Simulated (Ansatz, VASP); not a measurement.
**One calculation of NaCuH4, two programs**

Contents of INCAR:

```
PREC     = Accurate       # precision mode
ENCUT    = 600            # plane-wave cutoff, eV
EDIFF    = 1E-7           # SCF threshold, eV
ISMEAR   = 0              # smearing method
SIGMA    = 0.1            # smearing width, eV
LREAL    = False          # projectors in reciprocal space
LASPH    = True           # aspherical terms in the spheres
NELM     = 60             # most SCF steps
ALGO     = Normal         # electronic algorithm
ISIF     = 3              # what is computed and relaxed
LWAVE    = False          # write WAVECAR
LCHARG   = False          # write CHGCAR
GGA      = PE             # functional
IBRION   = 2              # ionic algorithm
NSW      = 90             # ionic steps
EDIFFG   = -0.04          # ionic threshold
```

The input KPOINTS:

```
Automatic mesh
0
Gamma
  4 4 2
```

File POSCAR:

```
NaCuH4
1.0
    3.9160360632      0.0000000000      0.0000000000
    0.3137513286      4.0072439805      0.0000000000
    0.3450771311      0.3605540516     10.1486907484
Na Cu H
2 2 8
Direct
    0.0197005782      0.9788745211      0.2482232661
    0.9802994218      0.0211254789      0.7517767339
    0.0000000000      0.5000000000      0.0000000000
    0.5000000000      0.0000000000      0.5000000000
    0.5552618428      0.9177617405      0.0005430376
    0.5082448504      0.0013975777      0.3485267379
    0.9984923366      0.4911034721      0.1514390053
    0.9196794952      0.5618086600      0.5009785052
    0.4447381572      0.0822382595      0.9994569624
    0.4917551496      0.9986024223      0.6514732621
    0.0015076634      0.5088965279      0.8485609947
    0.0803205048      0.4381913400      0.4990214948
```

Input for Ansatz:

```yaml
crystal:
  lattice:
    - [3.9160360632, 0.0, 0.0]
    - [0.3137513286, 4.0072439805, 0.0]
    - [0.3450771311, 0.3605540516, 10.1486907484]
  atoms:
    - { symbol: Na, position: [0.0197005782, 0.9788745211, 0.2482232661] }
    - { symbol: Na, position: [0.9802994218, 0.0211254789, 0.7517767339] }
    - { symbol: Cu, position: [0.0, 0.5, 0.0] }
    - { symbol: Cu, position: [0.5, 0.0, 0.5] }
    - { symbol: H, position: [0.5552618428, 0.9177617405, 0.0005430376] }
    - { symbol: H, position: [0.5082448504, 0.0013975777, 0.3485267379] }
    - { symbol: H, position: [0.9984923366, 0.4911034721, 0.1514390053] }
    - { symbol: H, position: [0.9196794952, 0.56180866, 0.5009785052] }
    - { symbol: H, position: [0.4447381572, 0.0822382595, 0.9994569624] }
    - { symbol: H, position: [0.4917551496, 0.9986024223, 0.6514732621] }
    - { symbol: H, position: [0.0015076634, 0.5088965279, 0.8485609947] }
    - { symbol: H, position: [0.0803205048, 0.43819134, 0.4990214948] }
basis:
  ecutwfc: 420
kpoints:
  mp_grid: { grid: [4, 4, 2] }
hamiltonian:
  xc: pbe
scf:
  occupations: { method: gaussian, width: 0.1 }
  lower_state_search: "off"
output:
  forces: true
  stress: true
  eigenvalues: true
relax:
  adjacent_minimum: "off"
  f_tol: 0.04
  max_steps: 70
  cell: { stress_tol: 0.4 }
```

Change from the starting cell: the structure that the rattled cell fell into.

Alike in both runs: task relaxation of cell and atoms; functional PBE; k mesh 4 × 4 × 2; occupations gaussian, width 0.1 eV; no spin polarisation.

|  | VASP | Ansatz |
| --- | --- | --- |
| version | VASP 6.6.1 | Ansatz 0.2.0 |
| potentials or method | VASP PAW PBE potentials, release 64 (Na_pv, Cu, H), cutoff 600 eV | scalar-relativistic, plane waves, PAW |
| valence electrons in the cell | 44 | 64 |

Ansatz gave:

| Property | Result |
| --- | --- |
| gap on the k mesh at the Fermi level, each at its own relaxed structure (eV) | 1.86 |
| relaxed volume (Å³/atom) | 13.84 |
| relaxed length of the cell vector where the two differ most in proportion (Å) | 4.077 |

**Question.** What did VASP give for the same quantities?

**Answer.** gap on the k mesh at the Fermi level, each at its own relaxed structure (eV): 1.88; relaxed volume (Å³/atom): 13.78; relaxed length of the cell vector where the two differ most in proportion (Å): 4.066.

VASP's potentials hold 44 valence electrons a cell and Ansatz's 64, so a difference there can come from the potentials and not from the codes.
